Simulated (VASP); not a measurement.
# LiF (Pm-3m) in VASP: single point with r2SCAN+rVV10

Aim: the single point of LiF with r2SCAN+rVV10.

Program: VASP 6.6.1. These are calculated values, not measurements. Logs are shortened: lines on timing, memory, paths and dates and some standing lists are left out, and cuts for length are marked.

**1. The cell of the first run**

It takes space group Pm-3m (No. 221, cubic). Conventional cell: a = 2.507 Å, b = 2.507 Å, c = 2.507 Å, α = 90.00°, β = 90.00°, γ = 90.00°. Li (site symmetry m-3m) has 8 F at 2.17 Å and 6 Li at 2.51 Å within 2.9 Å. Within 2.9 Å of F (site symmetry m-3m) lie 8 Li at 2.17 Å and 6 F at 2.51 Å.

**2. Single point, r2SCAN+rVV10**

POSCAR

```
LiF
1.0
    2.5066385383      0.0000000000      0.0000000000
    0.0000000000      2.5066385383      0.0000000000
    0.0000000000      0.0000000000      2.5066385383
Li F
1 1
Direct
    0.0000000000      0.0000000000      0.0000000000
    0.5000000000      0.5000000000      0.5000000000
```

INCAR.step1

```
SYSTEM = LiF
PREC = Accurate ; ENCUT = 1490
ISMEAR = -1 ; SIGMA = 0.03
LREAL = .False. ; LASPH = .True.
NELM = 120 ; NBANDS = 12
GGA = PE ; ALGO = Normal
EDIFF = 1E-5 ; LWAVE = .True.
LCHARG = .False. ; GGA_COMPAT = .False.
```

INCAR.step2

```
SYSTEM = LiF
PREC = Accurate ; ENCUT = 1490
EDIFF = 1E-6 ; ISMEAR = -1
SIGMA = 0.03 ; LREAL = .False.
LASPH = .True. ; NELM = 120
ALGO = Normal ; ISIF = 2
LWAVE = .False. ; LCHARG = .False.
METAGGA = R2SCAN ; LMIXTAU = .True.
LUSE_VDW = .True. ; IVDW_NL = 2
BPARAM = 11.95 ; CPARAM = 0.0093
NBANDS = 12 ; ISTART = 1
GGA_COMPAT = .False.
```

KPOINTS

```
regular mesh
0
Gamma
  10 10 10
  0 0 0
```

Potentials or basis: VASP PAW PBE potentials, release 64 (Li_sv, F_h).

The run is started by

```console
$ cat potpaw_PBE.64/Li_sv/POTCAR potpaw_PBE.64/F_h/POTCAR > POTCAR
$ cp INCAR.step1 INCAR
$ mpirun -np 1 vasp_std > vasp.out
$ cp INCAR.step2 INCAR
$ mpirun -np 1 vasp_std > vasp.out
```

OUTCAR:

```text
SYSTEM = LiF
   PREC = Accurate
   ENCUT = 1490
   EDIFF = 1E-6
   ISMEAR = -1
   LREAL = .False.
   LASPH = .True.
   NELM = 120
   ISIF = 2
   METAGGA = R2SCAN
   IVDW_NL = 2
   BPARAM = 11.95
   ISTART = 1

 ion  position               nearest neighbor table
   1  0.000  0.000  0.000-
   2  0.500  0.500  0.500-

  LATTYP: Found a simple cubic cell.
 ALAT       =     2.5066385383

  Lattice vectors:

 A1 = (   2.5066385383,   0.0000000000,   0.0000000000)
 A2 = (   0.0000000000,   2.5066385383,   0.0000000000)
 A3 = (   0.0000000000,   0.0000000000,   2.5066385383)

Analysis of symmetry for initial positions (statically):
=====================================================================
 Subroutine PRICEL returns:
 Original cell was already a primitive cell.

 Routine SETGRP: Setting up the symmetry group for a
 simple cubic supercell.

 Subroutine GETGRP returns: Found 48 space group operations
 (whereof 48 operations were pure point group operations)
 out of a pool of 48 trial point group operations.

The static configuration has the point symmetry O_h .

Analysis of symmetry for dynamics (positions and initial velocities):
=====================================================================
 Subroutine PRICEL returns:
 Original cell was already a primitive cell.

 Routine SETGRP: Setting up the symmetry group for a
 simple cubic supercell.

 Subroutine GETGRP returns: Found 48 space group operations
 (whereof 48 operations were pure point group operations)
 out of a pool of 48 trial point group operations.

The dynamic configuration has the point symmetry O_h .

 Subroutine INISYM returns: Found 48 space group operations
 (whereof 48 operations are pure point group operations),
 and found     1 'primitive' translations

----------------------------------------------------------------------------------------

                                     Primitive cell

  volume of cell :      15.7498

  direct lattice vectors                    reciprocal lattice vectors
     2.506638538  0.000000000  0.000000000     0.398940647  0.000000000  0.000000000
     0.000000000  2.506638538  0.000000000     0.000000000  0.398940647  0.000000000
     0.000000000  0.000000000  2.506638538     0.000000000  0.000000000  0.398940647

  length of vectors
     2.506638538  2.506638538  2.506638538     0.398940647  0.398940647  0.398940647

[... 87 lines left out ...]
   ISYM   =      2    0-nonsym 1-usesym 2-fastsym
   POTIM  = 0.5000    time-step for ionic-motion
   TEBEG  =    0.0;   TEEND  =   0.0 temperature during run
   PSTRESS=    0.0 pullay stress
   NELECT =      10.0000    total number of electrons
   NUPDOWN=      -1.0000    fix difference up-down
   EMIN   =  10.00;   EMAX   =-10.00  energy-range for DOS
   EFERMI =   0.00;   METHOD = LEGACY
   ISMEAR =    -1;   SIGMA  =   0.03  broadening in eV -4-tet -1-fermi 0-gaus
   EFERMI_NEDOS =   21; number of points for ismear=-14 and -15
   IALGO  =     38    algorithm
   IMIX   =      4    mixing-type and parameters
     AMIX     =   0.40;   BMIX     =  1.00
     AMIX_MAG =   1.60;   BMIX_MAG =  1.00
  volume/ion in A,a.u.               =       7.87        53.14
  Fermi-wavevector in a.u.,A,eV,Ry     =   1.407072  2.658981 26.937533  1.979853
  Thomas-Fermi vector in A             =   2.529369
   LORBIT       =      0    0 simple, 1 ext, 2 COOP (PROOUT), +10 PAW based schemes
   METAGGA = R2SCAN    functional components
   LHFCALC =     F    Hartree Fock is set to
   AEXX    =    0.0000 exact exchange contribution
   IVDW_NL    =     2    kernel type
   BPARAM     =11.9500
   IVDW    =     0    specifies the selected vdW correction
   LEPSILON=     F    determine dielectric tensor
   LRPA    =     F    only Hartree local field effects (RPA)
 non-spin polarized calculation
  energy-cutoff  :     1490.00
  volume of cell :       15.75
 maximum number of plane-waves:      2103
 NGX is ok and might be reduce to    32
   NGX = 15   NGY = 15   NGZ = 15

 number of electron      10.0000002 magnetization

 Free energy of the ion-electron system (eV)
  ---------------------------------------------------
  ext. energy  EPLUGINS =         0.00000000
  ---------------------------------------------------
  free energy    TOTEN  =       -10.96518679 eV

  energy without entropy =      -10.96518679  energy(sigma->0) =      -10.96518679

 E-fermi :   1.1835     XC(G=0): -10.8501

 val. band max:        0.4885402590   @ k =   0.5000   0.5000   0.0000
 cond. band min:       9.6507949995   @ k =   0.0000   0.0000   0.0000
 fundamental gap:      9.1622547405
 Fermi energy:         1.1834686935

 k-point     1 :       0.0000    0.0000    0.0000
  band No.  band energies     occupation
      1     -43.4200      2.00000
      2     -21.7189      2.00000
      3      -0.2634      2.00000
      4      -0.2634      2.00000
      5      -0.2634      2.00000
      6       9.6508      0.00000
      7      20.7573      0.00000
      8      20.7573      0.00000
      9      23.9322      0.00000
     10      23.9322      0.00000
     11      23.9322      0.00000
     12      41.3943      0.00000
[... 331 lines left out ...]
 k-point    24 :       0.3000    0.1000    0.1000
  band No.  band energies     occupation
      1     -43.3740      2.00000
      2     -21.2964      2.00000
      3      -2.4209      2.00000
      4      -0.3890      2.00000
      5      -0.2443      2.00000
      6      11.4385      0.00000
      7      16.9761      0.00000
      8      19.9556      0.00000
      9      23.5351      0.00000
     10      26.4100      0.00000
     11      32.4851      0.00000
     12      32.8764      0.00000

 [... further k-points ...]

------------------------ aborting loop because EDIFF is reached ----------------------------------------

  FORCE on cell =-STRESS in cart. coord.  units (eV):
  Direction    XX          YY          ZZ          XY          YZ          ZX
  --------------------------------------------------------------------------------------
  -------------------------------------------------------------------------------------
  Total       -0.1014919     -0.1014919     -0.1014919      0.0000000     -0.0000000      0.0000000
  in kB      -10.3244435    -10.3244435    -10.3244435      0.0000000     -0.0000000      0.0000000
  external PRESSURE =     -10.3244435 kB  Pullay stress =       0.0000000 kB

 VOLUME and BASIS-vectors are now :
 -----------------------------------------------------------------------------
  energy-cutoff  :     1490.00
  volume of cell :       15.75
      direct lattice vectors                 reciprocal lattice vectors
     2.506638538  0.000000000  0.000000000     0.398940647  0.000000000  0.000000000
     0.000000000  2.506638538  0.000000000     0.000000000  0.398940647  0.000000000
     0.000000000  0.000000000  2.506638538     0.000000000  0.000000000  0.398940647

 POSITION                                       TOTAL-FORCE (eV/Angst)
 -----------------------------------------------------------------------------------
      0.00000      0.00000      0.00000         0.000000      0.000000      0.000000
      1.25332      1.25332      1.25332         0.000000      0.000000      0.000000
 -----------------------------------------------------------------------------------
    total drift:                                0.000000      0.000000     -0.000000

  FREE ENERGIE OF THE ION-ELECTRON SYSTEM (eV)
  ---------------------------------------------------
  free  energy   TOTEN  =       -10.9651867874 eV

  energy  without entropy=      -10.9651867874  energy(sigma->0) =      -10.96518679
```

Run time: 70 s. Hardware: 1 thread of Intel Xeon 6975P-C (Granite Rapids), shared host; peak memory 0.33 GiB.

What came out:

* Free energy: -10.9652 eV
* Pressure: -1.0 GPa
* Band gap on the k mesh: 9.16 eV (least direct gap 9.91 eV)

Levels at points of the mesh, in eV from the valence-band top:
| k point | band 1 | band 2 | band 3 | band 4 | band 5 | band 6 | band 7 | band 8 | band 9 | band 10 |
| --- | --- | --- | --- | --- | --- | --- | --- | --- | --- | --- |
| (0.00, 0.00, 0.00) | -43.91 | -22.21 | -0.75 | -0.75 | -0.75 | 9.16 | 20.27 | 20.27 | 23.44 | 23.44 |
| (0.50, 0.00, 0.00) | -43.85 | -21.70 | -3.97 | -0.32 | -0.32 | 10.45 | 16.05 | 22.53 | 22.53 | 26.10 |
| (0.50, 0.50, 0.00) | -43.81 | -21.10 | -3.57 | -3.57 | 0.00 | 14.99 | 15.35 | 15.35 | 21.25 | 26.89 |
| (0.50, 0.50, 0.50) | -43.77 | -20.61 | -2.51 | -2.51 | -2.51 | 12.32 | 12.32 | 12.32 | 26.53 | 26.53 |

Caveat: the structure was generated, so it needn't be the stable form of LiF; the PAW data sets were made with another functional, which shifts forces and pressure a little.
